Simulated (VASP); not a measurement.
Write the native input for VASP 6.6.1 that does the following.

* Task: single point
* Functional: r2SCAN
* Dispersion: D3(BJ)
* Potentials or basis: VASP PAW PBE potentials, release 64 (Pb_d, Cs_sv, Cl)
* Cutoff: 520 eV
* k mesh: 5 × 5 × 5
* Occupations: fermi-dirac, width 0.05 eV
* Spin: no spin polarisation
* Dipole correction: no
* Further INCAR settings: ALGO = Normal; EDIFF = 1e-06; NBANDS = 30

Crystal: CsPbCl3.

```
Pb Cs Cl
1.0
     5.60500    0.00000    0.00000
     0.00000    5.60500    0.00000
     0.00000    0.00000    5.60500
Pb Cs Cl
1 1 3
Direct
  0.50000 0.50000 0.50000
  0.00000 0.00000 0.00000
  0.50000 0.00000 0.50000
  0.00000 0.50000 0.50000
  0.50000 0.50000 0.00000
```

These files were run (other wordings do the same):

POSCAR

```
CsPbCl3
1.0
    5.6050000000      0.0000000000      0.0000000000
    0.0000000000      5.6050000000      0.0000000000
    0.0000000000      0.0000000000      5.6050000000
Pb Cs Cl
1 1 3
Direct
    0.5000000000      0.5000000000      0.5000000000
    0.0000000000      0.0000000000      0.0000000000
    0.5000000000      0.0000000000      0.5000000000
    0.0000000000      0.5000000000      0.5000000000
    0.5000000000      0.5000000000      0.0000000000
```

INCAR.step1

```
PREC     = Accurate       # precision mode
ENCUT    = 520            # plane-wave cutoff, eV
ISMEAR   = -1             # smearing method
SIGMA    = 0.05           # smearing width, eV
LREAL    = F              # projectors in reciprocal space
LASPH    = T              # aspherical terms in the spheres
NELM     = 80             # most SCF steps
NBANDS   = 30             # bands
GGA      = PE             # functional
ALGO     = Normal         # electronic algorithm
EDIFF    = 1E-4           # SCF threshold, eV
LWAVE    = T              # write WAVECAR
LCHARG   = F              # write CHGCAR
```

INCAR.step2

```
PREC     = Accurate       # precision mode
ENCUT    = 520            # plane-wave cutoff, eV
EDIFF    = 1E-6           # SCF threshold, eV
ISMEAR   = -1             # smearing method
SIGMA    = 0.05           # smearing width, eV
LREAL    = F              # projectors in reciprocal space
LASPH    = T              # aspherical terms in the spheres
NELM     = 80             # most SCF steps
ALGO     = Normal         # electronic algorithm
ISIF     = 2              # what is computed and relaxed
LWAVE    = F              # write WAVECAR
LCHARG   = T              # write CHGCAR
METAGGA  = R2SCAN         # meta-GGA
LMIXTAU  = T            
IVDW     = 12             # dispersion correction
VDW_S6   = 1.0          
VDW_S8   = 0.78981345   
VDW_A1   = 0.49484001   
VDW_A2   = 5.73083694   
LELF     = T              # ELF
LVHAR    = T            
NBANDS   = 30             # bands
ISTART   = 1
```

KPOINTS

```
Automatic mesh
0
Gamma
  5 5 5
```

Potentials or basis: VASP PAW PBE potentials, release 64 (Pb_d, Cs_sv, Cl).

The run is started by

```bash
$ cat potpaw_PBE.64/Pb_d/POTCAR potpaw_PBE.64/Cs_sv/POTCAR potpaw_PBE.64/Cl/POTCAR > POTCAR
$ cp INCAR.step1 INCAR
$ mpirun -np 1 vasp_std > vasp.out
$ cp INCAR.step2 INCAR
$ mpirun -np 1 vasp_std > vasp.out
```

It gave:

| Item | Value |
| --- | --- |
| Pressure | 0.5 GPa |
| Band gap on the k mesh | 3.32 eV, direct |
| Dispersion energy per atom | -0.093 eV |

Caveat: three body term missing; the PAW data sets were made with another functional, which shifts forces and pressure a little; spin-orbit coupling is left out, which moves the levels of the heavy elements.

Wall time 87 s on 1 thread of Intel(R) Xeon(R) 6975P-C (Granite Rapids), on a shared host, peak memory 0.3 GiB.
